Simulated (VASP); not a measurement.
# TiOs3 (Pm-3m) in VASP: further runs

TiOs3 is run at these levels: PBE; tasks: single point.

Program: VASP 6.6.1. These are calculated values, not measurements. Logs are shortened: lines on timing, memory, paths and dates and some standing lists are left out, and cuts for length are marked.

## (1) The cell of the first run

The structure is cubic, space group Pm-3m (No. 221). Conventional cell: a = 3.888 Å, b = 3.888 Å, c = 3.888 Å, α = 90.00°, β = 90.00°, γ = 90.00°. Within 3.6 Å of Ti (site symmetry m-3m) lie 12 Os at 2.75 Å. Os (site symmetry 4/mmm) has 4 Ti at 2.75 Å and 8 Os at 2.75 Å within 3.6 Å.

## (2) Single point, PBE

File INCAR:

```
PREC     = Accurate       # precision mode
ENCUT    = 520            # plane-wave cutoff, eV
EDIFF    = 1E-6           # SCF threshold, eV
ISMEAR   = -1             # smearing method
SIGMA    = 0.2            # smearing width, eV
LREAL    = F              # projectors in reciprocal space
LASPH    = T              # aspherical terms in the spheres
NELM     = 80             # most SCF steps
ALGO     = Normal         # electronic algorithm
ISIF     = 2              # what is computed and relaxed
LWAVE    = F              # write WAVECAR
LCHARG   = F              # write CHGCAR
GGA      = PE             # functional
NBANDS   = 26             # bands
```

File KPOINTS:

```
regular mesh
0
Gamma
  6 6 6
```

File POSCAR:

```
TiOs3
1.0
    3.8877300000      0.0000000000      0.0000000000
    0.0000000000      3.8877300000      0.0000000000
    0.0000000000      0.0000000000      3.8877300000
Ti Os
1 3
Direct
    0.0000000000      0.0000000000      0.0000000000
    0.5000000000      0.5000000000      0.0000000000
    0.5000000000      0.0000000000      0.5000000000
    0.0000000000      0.5000000000      0.5000000000
```

Potentials or basis: VASP PAW PBE potentials, release 64 (Ti_sv, Os).

Command:

```console
cat potpaw_PBE.64/Ti_sv/POTCAR potpaw_PBE.64/Os/POTCAR > POTCAR
mpirun -np 1 vasp_std > vasp.out
```

OUTCAR:

```text
PREC = Accurate
   ENCUT = 520
   EDIFF = 1E-6
   ISMEAR = -1
   LREAL = F
   LASPH = T
   NELM = 80
   ISIF = 2
   GGA = PE

 ion  position               nearest neighbor table
   1  0.000  0.000  0.000-   2 2.75   3 2.75   4 2.75   3 2.75   4 2.75   2 2.75   4 2.75   4 2.75
                             2 2.75   3 2.75   3 2.75   2 2.75
   2  0.500  0.500  0.000-   1 2.75   3 2.75   4 2.75   3 2.75   4 2.75   1 2.75   3 2.75   3 2.75
                             1 2.75   4 2.75   4 2.75   1 2.75
   3  0.500  0.000  0.500-   1 2.75   2 2.75   4 2.75   1 2.75   2 2.75   2 2.75   4 2.75   2 2.75
                             1 2.75   4 2.75   1 2.75   4 2.75
   4  0.000  0.500  0.500-   1 2.75   2 2.75   3 2.75   1 2.75   2 2.75   1 2.75   3 2.75   1 2.75
                             2 2.75   3 2.75   2 2.75   3 2.75

  LATTYP: Found a simple cubic cell.
 ALAT       =     3.8877300000

  Lattice vectors:

 A1 = (   3.8877300000,   0.0000000000,   0.0000000000)
 A2 = (   0.0000000000,   3.8877300000,   0.0000000000)
 A3 = (   0.0000000000,   0.0000000000,   3.8877300000)

Analysis of symmetry for initial positions (statically):
=====================================================================
 Subroutine PRICEL returns:
 Original cell was already a primitive cell.

 Routine SETGRP: Setting up the symmetry group for a
 simple cubic supercell.

 Subroutine GETGRP returns: Found 48 space group operations
[... 9 lines left out ...]

 Routine SETGRP: Setting up the symmetry group for a
 simple cubic supercell.

 Subroutine GETGRP returns: Found 48 space group operations
[... 11 lines left out ...]
                                     Primitive cell

  volume of cell :      58.7609

  direct lattice vectors                    reciprocal lattice vectors
     3.887730000  0.000000000  0.000000000     0.257219509  0.000000000  0.000000000
     0.000000000  3.887730000  0.000000000     0.000000000  0.257219509  0.000000000
     0.000000000  0.000000000  3.887730000     0.000000000  0.000000000  0.257219509

  length of vectors
     3.887730000  3.887730000  3.887730000     0.257219509  0.257219509  0.257219509

  position of ions in fractional coordinates (direct lattice)
     0.000000000  0.000000000  0.000000000
     0.500000000  0.500000000  0.000000000
     0.500000000  0.000000000  0.500000000
     0.000000000  0.500000000  0.500000000

  ion indices of the primitive-cell ions
   primitive index   ion index
                 1           1
                 2           2
                 3           3
                 4           4

----------------------------------------------------------------------------------------

 KPOINTS: regular mesh

Automatic generation of k-mesh.
 Grid dimensions read from file:
 generate k-points for:    6    6    6

 Generating k-lattice:

  Cartesian coordinates                     Fractional coordinates (reciprocal lattice)
     0.042869918  0.000000000  0.000000000     0.166666667  0.000000000  0.000000000
     0.000000000  0.042869918  0.000000000     0.000000000  0.166666667  0.000000000
     0.000000000  0.000000000  0.042869918     0.000000000  0.000000000  0.166666667

  Length of vectors
     0.042869918  0.042869918  0.042869918

  Shift w.r.t. Gamma in fractional coordinates (k-lattice)
     0.000000000  0.000000000  0.000000000

 Subroutine IBZKPT returns following result:
 ===========================================

 Found     20 irreducible k-points:

 Following reciprocal coordinates:
            Coordinates               Weight
  0.000000  0.000000  0.000000      1.000000
  0.166667  0.000000  0.000000      6.000000
  0.333333  0.000000  0.000000      6.000000
  0.500000  0.000000  0.000000      3.000000
  0.166667  0.166667  0.000000     12.000000
  0.333333  0.166667  0.000000     24.000000
[... 12 lines left out ...]
  0.500000  0.500000  0.333333      6.000000
  0.500000  0.500000  0.500000      1.000000
   k-points           NKPTS =     20   k-points in BZ     NKDIM =     20   number of bands    NBANDS=     26
   number of dos      NEDOS =    301   number of ions     NIONS =      4
   total plane-waves  NPLWV =  27000
   dimension x,y,z NGX =    30 NGY =   30 NGZ =   30
   dimension x,y,z NGXF=    60 NGYF=   60 NGZF=   60
   ions per type =               1   3
   NGX,Y,Z   is equivalent  to a cutoff of  12.83, 12.83, 12.83 a.u.
   NGXF,Y,Z  is equivalent  to a cutoff of  25.66, 25.66, 25.66 a.u.
 SYSTEM =  unknown system
   PREC   = accura    normal or accurate (medium, high low for compatibility)
   ISTART =      0    job   : 0-new  1-cont  2-samecut
   ICHARG =      2    charge: 1-file 2-atom 10-const
   ISPIN  =      1    spin polarized calculation?
   LNONCOLLINEAR =      F non collinear calculations
   LSORBIT =      F    spin-orbit coupling
   LASPH  =      T    aspherical Exc in radial PAW
   ENCUT  =  520.0 eV  38.22 Ry    6.18 a.u.   7.23  7.23  7.23*2*pi/ulx,y,z
   NELM   =     80;   NELMIN=  2; NELMDL= -5     # of ELM steps
   EDIFF  = 0.1E-05   stopping-criterion for ELM
   LREAL  =      F    real-space projection
   EDIFFG = 0.1E-04   stopping-criterion for IOM
   NSW    =      0    number of steps for IOM
   IBRION =     -1    ionic relax: 0-MD 1-quasi-New 2-CG
   NFREE  =      0    steps in history (QN), initial steepest desc. (CG)
   ISIF   =      2    stress and relaxation
   ISYM   =      2    0-nonsym 1-usesym 2-fastsym
   POTIM  = 0.5000    time-step for ionic-motion
   TEBEG  =    0.0;   TEEND  =   0.0 temperature during run
   PSTRESS=    0.0 pullay stress
   NELECT =      36.0000    total number of electrons
   NUPDOWN=      -1.0000    fix difference up-down
   EMIN   =  10.00;   EMAX   =-10.00  energy-range for DOS
   EFERMI =   0.00;   METHOD = LEGACY
   ISMEAR =    -1;   SIGMA  =   0.20  broadening in eV -4-tet -1-fermi 0-gaus
   EFERMI_NEDOS =   21; number of points for ismear=-14 and -15
   IALGO  =     38    algorithm
   IMIX   =      4    mixing-type and parameters
     AMIX     =   0.40;   BMIX     =  1.00
     AMIX_MAG =   1.60;   BMIX_MAG =  1.00
  volume/ion in A,a.u.               =      14.69        99.13
  Fermi-wavevector in a.u.,A,eV,Ry     =   1.390421  2.627514 26.303733  1.933270
  Thomas-Fermi vector in A             =   2.514357
   LORBIT       =      0    0 simple, 1 ext, 2 COOP (PROOUT), +10 PAW based schemes
   GGA     = PE    functional components
   LHFCALC =     F    Hartree Fock is set to
   AEXX    =    0.0000 exact exchange contribution
   IVDW    =     0    specifies the selected vdW correction
   LEPSILON=     F    determine dielectric tensor
   LRPA    =     F    only Hartree local field effects (RPA)
 non-spin polarized calculation
  energy-cutoff  :      520.00
  volume of cell :       58.76
 maximum number of plane-waves:      1622
 NGX is ok and might be reduce to    30
   NGX = 15   NGY = 15   NGZ = 15

 number of electron      36.0000003 magnetization

 Free energy of the ion-electron system (eV)
  ---------------------------------------------------
  ext. energy  EPLUGINS =         0.00000000
  ---------------------------------------------------
  free energy    TOTEN  =       -42.44969309 eV

  energy without entropy =      -41.89066784  energy(sigma->0) =      -42.17018046

 E-fermi :   8.6996     XC(G=0): -13.4118

 val. band max:        8.6588162607   @ k =   0.3333   0.1667   0.0000
 cond. band min:       8.7336310847   @ k =   0.5000   0.3333   0.0000
 fundamental gap:      0.0748148240
 Fermi energy:         8.6996189381

 k-point     1 :       0.0000    0.0000    0.0000
  band No.  band energies     occupation
      1     -47.7933      2.00000
      2     -24.0564      2.00000
      3     -24.0564      2.00000
      4     -24.0564      2.00000
      5      -0.6041      2.00000
      6       2.2927      2.00000
[... 18 lines left out ...]
     25      12.2372      0.00000
     26      12.8650      0.00000

 k-point     2 :       0.1667    0.0000    0.0000
  band No.  band energies     occupation
      1     -47.7926      2.00000
      2     -24.0654      2.00000
      3     -24.0582      2.00000
      4     -24.0582      2.00000
      5      -0.2135      2.00000
      6       2.5613      2.00000
[... 18 lines left out ...]
     25      12.0363      0.00000
     26      12.8645      0.00000

 k-point     3 :       0.3333    0.0000    0.0000
  band No.  band energies     occupation
      1     -47.7913      2.00000
      2     -24.0834      2.00000
      3     -24.0618      2.00000
      4     -24.0618      2.00000
      5       0.8334      2.00000
      6       3.1133      2.00000
[... 18 lines left out ...]
     25      12.0228      0.00000
     26      12.8642      0.00000

 k-point     4 :       0.5000    0.0000    0.0000
  band No.  band energies     occupation
      1     -47.7906      2.00000
      2     -24.0923      2.00000
      3     -24.0636      2.00000
      4     -24.0636      2.00000
      5       1.7385      2.00000
      6       3.0345      2.00000
[... 18 lines left out ...]
     25      12.0244      0.00000
     26      12.8643      0.00000

 k-point     5 :       0.1667    0.1667    0.0000
  band No.  band energies     occupation
      1     -47.7920      2.00000
      2     -24.0694      2.00000
      3     -24.0627      2.00000
      4     -24.0600      2.00000
      5       0.1560      2.00000
      6       2.8268      2.00000
[... 18 lines left out ...]
     25      12.4416      0.00000
     26      13.2771      0.00000

 k-point     6 :       0.3333    0.1667    0.0000
  band No.  band energies     occupation
      1     -47.7909      2.00000
      2     -24.0824      2.00000
      3     -24.0666      2.00000
      4     -24.0635      2.00000
      5       1.1547      2.00000
      6       3.4044      2.00000
[... 311 lines left out ...]
 k-point    17 :       0.3333    0.3333    0.3333
  band No.  band energies     occupation
      1     -47.7902      2.00000
      2     -24.0798      2.00000
      3     -24.0698      2.00000
      4     -24.0698      2.00000
      5       2.1857      2.00000
      6       3.3695      2.00000
[... 18 lines left out ...]
     25      12.2433      0.00000
     26      13.6090      0.00000

 k-point    18 :       0.5000    0.3333    0.3333
  band No.  band energies     occupation
      1     -47.7902      2.00000
      2     -24.0753      2.00000
      3     -24.0747      2.00000
      4     -24.0681      2.00000
      5       2.4932      2.00000
      6       2.8152      2.00000
[... 18 lines left out ...]
     25      12.0228      0.00000
     26      12.1824      0.00000

 k-point    19 :       0.5000    0.5000    0.3333
  band No.  band energies     occupation
      1     -47.7903      2.00000
      2     -24.0724      2.00000
      3     -24.0724      2.00000
      4     -24.0697      2.00000
      5       2.6376      2.00000
      6       2.6376      2.00000
[... 18 lines left out ...]
     25      12.4021      0.00000
     26      12.4022      0.00000

 k-point    20 :       0.5000    0.5000    0.5000
  band No.  band energies     occupation
      1     -47.7905      2.00000
      2     -24.0695      2.00000
      3     -24.0695      2.00000
      4     -24.0695      2.00000
      5       2.4105      2.00000
      6       2.4105      2.00000
[... 18 lines left out ...]
     25      12.2116      0.00000
     26      12.2184      0.00000

------------------------ aborting loop because EDIFF is reached ----------------------------------------

  FORCE on cell =-STRESS in cart. coord.  units (eV):
  Direction    XX          YY          ZZ          XY          YZ          ZX
  --------------------------------------------------------------------------------------
  -------------------------------------------------------------------------------------
  Total       -0.1941127     -0.1941127     -0.1941127     -0.0000000      0.0000000     -0.0000000
  in kB       -5.2926866     -5.2926866     -5.2926866     -0.0000000      0.0000000     -0.0000000
  external PRESSURE =      -5.2926866 kB  Pullay stress =       0.0000000 kB

 VOLUME and BASIS-vectors are now :
 -----------------------------------------------------------------------------
  energy-cutoff  :      520.00
  volume of cell :       58.76
      direct lattice vectors                 reciprocal lattice vectors
     3.887730000  0.000000000  0.000000000     0.257219509  0.000000000  0.000000000
     0.000000000  3.887730000  0.000000000     0.000000000  0.257219509  0.000000000
     0.000000000  0.000000000  3.887730000     0.000000000  0.000000000  0.257219509

 POSITION                                       TOTAL-FORCE (eV/Angst)
 -----------------------------------------------------------------------------------
      0.00000      0.00000      0.00000         0.000000      0.000000      0.000000
      1.94386      1.94386      0.00000         0.000000      0.000000      0.000000
      1.94386      0.00000      1.94386         0.000000      0.000000      0.000000
      0.00000      1.94386      1.94386         0.000000      0.000000      0.000000
 -----------------------------------------------------------------------------------
    total drift:                                0.000000      0.000000     -0.000000

  FREE ENERGIE OF THE ION-ELECTRON SYSTEM (eV)
  ---------------------------------------------------
  free  energy   TOTEN  =       -42.4496930930 eV

  energy  without entropy=      -41.8906678353  energy(sigma->0) =      -42.17018046
```

It took 45 s on 1 thread of Intel Xeon 6975P-C, shared host; peak memory 0.18 GiB.

Results:

```
Free energy            : -42.4497 eV
Pressure               : -0.5 GPa
Band gap on the k mesh : zero (band 18 reaches 11.63 eV, above the bottom of band 19 at 7.81 eV)
```

Levels at points of the mesh, in eV from the Fermi level:
| k point | band 16 | band 17 | band 18 | band 19 | band 20 | band 21 |
| --- | --- | --- | --- | --- | --- | --- |
| (0.00, 0.00, 0.00) | 0.94 | 2.69 | 2.93 | 2.93 | 2.93 | 3.32 |
| (0.50, 0.00, 0.00) | -1.20 | -0.25 | -0.21 | -0.21 | 1.45 | 1.46 |
| (0.50, 0.50, 0.00) | -1.06 | -0.92 | -0.92 | -0.89 | 0.24 | 0.42 |
| (0.50, 0.50, 0.50) | -0.87 | 0.07 | 0.55 | 0.55 | 0.55 | 2.70 |

Caveat: spin-orbit coupling is left out, which moves the levels of the heavy elements.

## (3) Single point, PBE

File INCAR:

```
SYSTEM = TiOs3
PREC = Accurate ; ENCUT = 520
EDIFF = 1E-6 ; ISMEAR = -1
SIGMA = 0.05 ; LREAL = .False.
LASPH = .True. ; NELM = 60
ALGO = Normal ; ISIF = 2
LWAVE = .False. ; LCHARG = .False.
GGA = PE ; NBANDS = 26
```

File KPOINTS:

```
Automatic mesh
0
Gamma
  6 6 6
  0 0 0
```

POSCAR is that of step 2.

Potentials or basis: VASP PAW PBE potentials, release 64 (Ti_sv, Os).

Command:

```console
cat potpaw_PBE.64/Ti_sv/POTCAR potpaw_PBE.64/Os/POTCAR > POTCAR
mpirun -np 1 vasp_std > vasp.out
```

Run time: 41 s. Hardware: 1 thread of Intel Xeon 6975P-C, shared host; peak memory 0.18 GiB.

Results (log left out):

```
Free energy            : -42.1881 eV
Pressure               : -1.5 GPa
Band gap on the k mesh : zero (band 18 reaches 11.63 eV, above the bottom of band 19 at 7.81 eV)
```

Levels at points of the mesh, in eV from the Fermi level:
| k point | band 16 | band 17 | band 18 | band 19 | band 20 | band 21 |
| --- | --- | --- | --- | --- | --- | --- |
| (0.00, 0.00, 0.00) | 0.95 | 2.72 | 2.96 | 2.96 | 2.96 | 3.33 |
| (0.50, 0.00, 0.00) | -1.19 | -0.22 | -0.19 | -0.19 | 1.46 | 1.49 |
| (0.50, 0.50, 0.00) | -1.02 | -0.91 | -0.91 | -0.86 | 0.26 | 0.44 |
| (0.50, 0.50, 0.50) | -0.84 | 0.09 | 0.59 | 0.59 | 0.59 | 2.72 |

Caveat: spin-orbit coupling is left out, which moves the levels of the heavy elements.
